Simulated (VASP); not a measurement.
A run of VASP 6.6.1 is set up as follows.

Contents of POSCAR:

```
HfSi3
1.0
    3.9735079819      0.0000000000      0.0000000000
    0.0000000000      3.9735079819      0.0000000000
    0.0000000000      0.0000000000      3.9735079819
Hf Si
1 3
Direct
    0.0000000000      0.0000000000      0.0000000000
    0.0000000000      0.5000000000      0.5000000000
    0.5000000000      0.5000000000      0.0000000000
    0.5000000000      0.0000000000      0.5000000000
```

Contents of INCAR.step1:

```
SYSTEM = HfSi3
PREC = Accurate ; ENCUT = 520
EDIFF = 1E-7 ; ISMEAR = 0
SIGMA = 0.05 ; LREAL = .False.
LASPH = .True. ; NELM = 150
ALGO = Normal ; ISIF = 2
LWAVE = .False. ; LCHARG = .True.
LNONCOLLINEAR = .True. ; MAGMOM = 0 0 0 0 0 0 0 0 0 0 0 0
LSORBIT = .True. ; GGA_COMPAT = .False.
LORBMOM = .True. ; LMAXMIX = 4
GGA = PE ; NBANDS = 36
```

File KPOINTS.step1:

```
regular mesh
0
Gamma
  8 8 8
  0 0 0
```

File INCAR.step2:

```
SYSTEM = HfSi3
PREC = Accurate ; ENCUT = 520
EDIFF = 1E-7 ; ISMEAR = -5
SIGMA = 0.05 ; LREAL = .False.
LASPH = .True. ; NELM = 150
ALGO = Normal ; ISIF = 2
LWAVE = .False. ; LCHARG = .False.
LNONCOLLINEAR = .True. ; MAGMOM = 0 0 0 0 0 0 0 0 0 0 0 0
LORBIT = 11 ; LSORBIT = .True.
GGA_COMPAT = .False. ; LORBMOM = .True.
LMAXMIX = 4 ; GGA = PE
NEDOS = 1001 ; ICHARG = 11
```

The input KPOINTS.step2:

```
regular mesh
0
Gamma
  12 12 12
  0 0 0
```

Potentials or basis: VASP PAW PBE potentials, release 64 (Hf_pv, Si).

The run is started by

```bash
$ cat potpaw_PBE.64/Hf_pv/POTCAR potpaw_PBE.64/Si/POTCAR > POTCAR
$ cp INCAR.step1 INCAR
$ cp KPOINTS.step1 KPOINTS
$ mpirun -np 1 vasp_ncl > vasp.out
$ cp INCAR.step2 INCAR
$ cp KPOINTS.step2 KPOINTS
$ mpirun -np 1 vasp_ncl > vasp.out
```

Task: Estimate the net moment.

Result: 0.00 μB per cell.

Moments on the atoms (μB; x, y, z):
```
Hf  0.00 0.00 0.00
Si  0.00 0.00 0.00
Si  0.00 0.00 0.00
Si  0.00 0.00 0.00
```
